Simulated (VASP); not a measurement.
# Sn3Ge2 (Fmmm) in VASP: further runs, part 2 of 2

VASP 6.6.1. Earlier steps stand in the parts before.

**3. Single point, PBE**

This run uses another cell than the first one, of 24.56 Å³/atom.

Input file INCAR:

```
PREC     = Accurate       # precision mode
ENCUT    = 520            # plane-wave cutoff, eV
EDIFF    = 1E-7           # SCF threshold, eV
ISMEAR   = 0              # smearing method
SIGMA    = 0.1            # smearing width, eV
LREAL    = False          # projectors in reciprocal space
LASPH    = True           # aspherical terms in the spheres
NELM     = 60             # most SCF steps
ALGO     = Fast           # electronic algorithm
ISIF     = 2              # what is computed and relaxed
LWAVE    = False          # write WAVECAR
LCHARG   = True           # write CHGCAR
GGA      = PE             # functional
LELF     = True           # ELF
LVHAR    = True         
NBANDS   = 43             # bands
```

Input file KPOINTS:

```
Automatic mesh
0
Gamma
  6 6 6
```

Input file POSCAR:

```
Sn3Ge2
1.0
    0.0000000000      2.3397672100     11.6988360400
    2.2428196200      0.0000000000     11.6988360400
    2.2428196200      2.3397672100      0.0000000000
Sn Ge
3 2
Direct
    0.2000000000      0.2000000000      0.8000000000
    0.8000000000      0.8000000000      0.2000000000
    0.0000000000      0.0000000000      0.0000000000
    0.6000000000      0.6000000000      0.4000000000
    0.4000000000      0.4000000000      0.6000000000
```

Potentials or basis: VASP PAW PBE potentials, release 64 (Sn_d, Ge_d).

Run with:

```
cat potpaw_PBE.64/Sn_d/POTCAR potpaw_PBE.64/Ge_d/POTCAR > POTCAR
mpirun -np 1 vasp_std > vasp.out
```

OUTCAR:

```text
PREC = Accurate
   ENCUT = 520
   EDIFF = 1E-7
   ISMEAR = 0
   LREAL = False
   LASPH = True
   NELM = 60
   ISIF = 2
   GGA = PE

 ion  position               nearest neighbor table
   1  0.200  0.200  0.800-   2 3.24   2 3.24   4 3.24   4 3.24   2 3.31   2 3.31   4 3.31   4 3.31

   2  0.800  0.800  0.200-   1 3.24   1 3.24   5 3.24   5 3.24   1 3.31   1 3.31   5 3.31   5 3.31

   3  0.000  0.000  0.000-   4 3.24   4 3.24   5 3.24   5 3.24   5 3.31   4 3.31   4 3.31   5 3.31

   4  0.600  0.600  0.400-   1 3.24   1 3.24   3 3.24   3 3.24   3 3.31   1 3.31   1 3.31   3 3.31

   5  0.400  0.400  0.600-   3 3.24   3 3.24   2 3.24   2 3.24   2 3.31   3 3.31   3 3.31   2 3.31

  LATTYP: Found a face centered orthorhombic cell.
 ALAT       =     4.4856392400
 B/A-ratio  =     1.0432257633
 C/A-ratio  =     5.2161288120

  Lattice vectors:

 A1 = (   0.0000000000,   2.3397672100,  11.6988360400)
 A2 = (   2.2428196200,   0.0000000000,  11.6988360400)
 A3 = (   2.2428196200,   2.3397672100,   0.0000000000)

Analysis of symmetry for initial positions (statically):
=====================================================================
 Subroutine PRICEL returns:
[... 182 lines left out ...]
 cond. band min:       7.4709045694   @ k =   0.5000   0.0000   0.5000
 fundamental gap:      0.0246452398
 Fermi energy:         7.4565404662

 k-point     1 :       0.0000    0.0000    0.0000
  band No.  band energies     occupation
      1     -17.3177      2.00000
      2     -17.3176      2.00000
      3     -17.3064      2.00000
      4     -17.3057      2.00000
      5     -17.2887      2.00000
      6     -17.2885      2.00000
[... 1093 lines left out ...]
     42      12.1233      0.00000
     43      12.1813      0.00000

 [... further k-points ...]

------------------------ aborting loop because EDIFF is reached ----------------------------------------

  FORCE on cell =-STRESS in cart. coord.  units (eV):
  Direction    XX          YY          ZZ          XY          YZ          ZX
  --------------------------------------------------------------------------------------
  -------------------------------------------------------------------------------------
  Total        0.6530905      1.1081841     -0.4784540      0.0000000      0.0000000      0.0000000
  in kB        8.5220541     14.4604843     -6.2432557      0.0000000      0.0000000      0.0000000
  external PRESSURE =       5.5797609 kB  Pullay stress =       0.0000000 kB

 VOLUME and BASIS-vectors are now :
 -----------------------------------------------------------------------------
  energy-cutoff  :      520.00
  volume of cell :      122.78
      direct lattice vectors                 reciprocal lattice vectors
     0.000000000  2.339767210 11.698836040    -0.222933666  0.213696473  0.042739295
     2.242819620  0.000000000 11.698836040     0.222933666 -0.213696473  0.042739295
     2.242819620  2.339767210  0.000000000     0.222933666  0.213696473 -0.042739295

 POSITION                                       TOTAL-FORCE (eV/Angst)
 -----------------------------------------------------------------------------------
      2.24282      2.33977      4.67953         0.000000      0.000000     -0.763667
      2.24282      2.33977     18.71814         0.000000      0.000000      0.763667
      0.00000      0.00000      0.00000         0.000000      0.000000     -0.000000
      2.24282      2.33977     14.03860         0.000000      0.000000      0.082319
      2.24282      2.33977      9.35907         0.000000      0.000000     -0.082319
 -----------------------------------------------------------------------------------
    total drift:                                0.000000      0.000000     -0.000000

  FREE ENERGIE OF THE ION-ELECTRON SYSTEM (eV)
  ---------------------------------------------------
  free  energy   TOTEN  =       -19.3100141993 eV

  energy  without entropy=      -19.2958604101  energy(sigma->0) =      -19.30293730
```

OSZICAR:

```text
N       E                     dE             d eps       ncg     rms          rms(c)
DAV:   1     0.705549978933E+03    0.70555E+03   -0.34413E+04  4419   0.348E+03
DAV:   2     0.120092548438E+03   -0.58546E+03   -0.57351E+03  3956   0.817E+02
DAV:   3    -0.969695918440E+01   -0.12979E+03   -0.12809E+03  4275   0.249E+02
[... 15 lines left out ...]
RMM:  19    -0.193100134222E+02   -0.24142E-06   -0.61883E-06  4428   0.766E-03    0.895E-04
RMM:  20    -0.193100137802E+02   -0.35794E-06   -0.38694E-06  3974   0.429E-03    0.109E-03
RMM:  21    -0.193100139990E+02   -0.21887E-06   -0.23557E-06  3821   0.335E-03    0.115E-03
RMM:  22    -0.193100141208E+02   -0.12172E-06   -0.14687E-06  3690   0.263E-03    0.107E-03
RMM:  23    -0.193100141993E+02   -0.78575E-07   -0.97138E-07  3210   0.219E-03
   1 F= -.19310014E+02 E0= -.19302937E+02  d E =-.141538E-01
```

stdout:

```text
POSCAR found type information on POSCAR SnGe
 POSCAR found :  2 types and       5 ions
 scaLAPACK will be used
[... 19 lines left out ...]
 num prob WARNING in EDDRMM: call to ZHEGV failed, returncode =   8  4     32
 num prob  num prob  num prob  num prob  num prob  num prob  num prob WARNING in EDDRMM: call to ZHEGV failed, returncode =   8  4     39
 num prob  num prob  num prob  num prob WARNING in EDDRMM: call to ZHEGV failed, returncode =   6  3     26
 num prob  num prob  num prob  num prob  num prob  num prob  num prob  num prob  num prob  num prob  num prob  num prob  num prob  num prob  num prob  num prob  num prob  num prob  num prob  num prob RMM:  23    -0.193100141993E+02   -0.78575E-07   -0.97138E-07  3210   0.219E-03
```

It took 35 min on 1 thread of AMD EPYC 7R13, shared host; peak memory 0.54 GiB.

Results:

```yaml
Free_energy: -19.3100 eV
Pressure: 0.6 GPa
Largest_force: 0.764 eV/Å
Band_gap_on_the_k_mesh: zero (bands 35 and 36 overlap by 4.47 eV)
```

Forces on the atoms (eV/Å):
```
Sn   0.000  0.000 -0.764
Sn   0.000  0.000  0.764
Sn   0.000  0.000  0.000
Ge   0.000  0.000  0.082
Ge   0.000  0.000 -0.082
```

Caveat: spin-orbit coupling is left out, which moves the levels of the heavy elements.

The gap in the log of VASP goes by the Fermi energy; the results here count the filled bands.